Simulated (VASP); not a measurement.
# H2CO: single point with PBE+D3(BJ)

System: H2CO.

```
O C H
1.0
     7.60129    0.00000    0.00000
     0.00000    7.60129    0.00000
     0.00000    0.00000    7.60129
O C H
8 8 16
Direct
  0.93147 0.84120 0.99625
  0.98058 0.42990 0.29578
  0.53715 0.34017 0.60696
  0.54703 0.57976 0.09609
  0.30842 0.01898 0.71709
  0.54730 0.10018 0.14411
  0.21932 0.62296 0.72192
  0.70522 0.77183 0.49311
  0.96084 0.95773 0.88244
  0.01637 0.28145 0.25717
  0.62042 0.38029 0.47596
  0.54472 0.70650 0.99762
  0.34009 0.96855 0.56964
  0.59546 0.17811 0.00872
  0.20902 0.48939 0.63083
  0.79484 0.82057 0.37081
  0.03859 0.08242 0.91830
  0.92529 0.93355 0.74056
  0.93214 0.19584 0.18118
  0.12220 0.20310 0.32013
  0.58407 0.50007 0.40765
  0.73355 0.29790 0.42781
  0.61617 0.83149 0.01704
  0.46459 0.69976 0.88573
  0.31979 0.06499 0.46461
  0.38864 0.84305 0.51982
  0.62730 0.31675 0.01355
  0.60846 0.10696 0.88052
  0.23428 0.50464 0.47592
  0.22102 0.35969 0.69491
  0.84529 0.96281 0.35214
  0.83082 0.73426 0.26185
```

* Program: VASP 6.6.1
* Task: single point
* Functional: PBE
* Dispersion: D3(BJ)
* Potentials or basis: VASP PAW PBE potentials, release 64 (O_h, C_h, H_h)
* Cutoff: 1000 eV
* k mesh: 1 × 1 × 1
* Occupations: fermi-dirac, width 0.02 eV
* Spin: no spin polarisation
* Dipole correction: no
* Further INCAR settings: LREAL = Auto; ALGO = Normal; EDIFF = 1e-06; NBANDS = 70

* Pressure: -0.2 GPa
* Largest force: 3.311 eV/Å
* Band gap on the k mesh: 2.37 eV
* Dispersion energy per atom: -0.041 eV

Forces in eV/Å, atoms in the order of the input:
```
O    0.476  2.454 -2.172
O    0.084  1.069 -0.236
O    0.279 -0.363  0.129
O    0.448  0.246  0.392
O    0.112 -0.748  0.736
O    0.441  0.831 -1.380
O   -0.799 -0.956 -0.587
O    0.141  0.404  0.221
C    0.385 -1.960  1.835
C    0.186 -1.049  1.053
C   -0.155 -0.538  0.589
C    0.414 -0.263  1.061
C   -0.319  1.254 -0.544
C   -0.570 -1.685  1.361
C    2.187  1.912 -0.898
C    0.080  0.752 -0.256
H   -0.694 -0.740 -0.367
H    0.029  0.291  0.539
H   -0.749 -0.262 -1.099
H    0.678  0.294  0.034
H    0.211  0.423 -0.740
H   -0.488  0.279  0.115
H    0.218 -0.154  0.403
H   -1.216  0.073 -1.897
H   -0.029  0.334 -0.789
H    0.203 -0.804  0.615
H    0.114  0.858 -0.094
H   -0.077  0.135  0.156
H   -0.788 -0.550  1.832
H   -0.592 -0.445 -0.255
H   -0.353 -0.710  0.486
H    0.142 -0.381 -0.242
```

Stress tensor (GPa, compression positive):
```
 0.53 -0.38  1.06
-0.38 -0.58  0.61
 1.06  0.61 -0.66
```

Levels at points of the mesh, in eV from the valence-band top:
```csv
k point,band 45,band 46,band 47,band 48,band 49,band 50,band 51,band 52
"(0.00, 0.00, 0.00)",-0.52,-0.33,-0.04,0.00,2.37,2.52,2.96,3.10
```

Run time: 82 s on 1 thread of AMD EPYC 9R45 96-Core Processor (Zen 5), with other jobs on the host, peak memory 0.86 GiB.

Caveat: the k points lie up to 0.83 Å⁻¹ apart, too coarse for converged energies, forces and pressures.
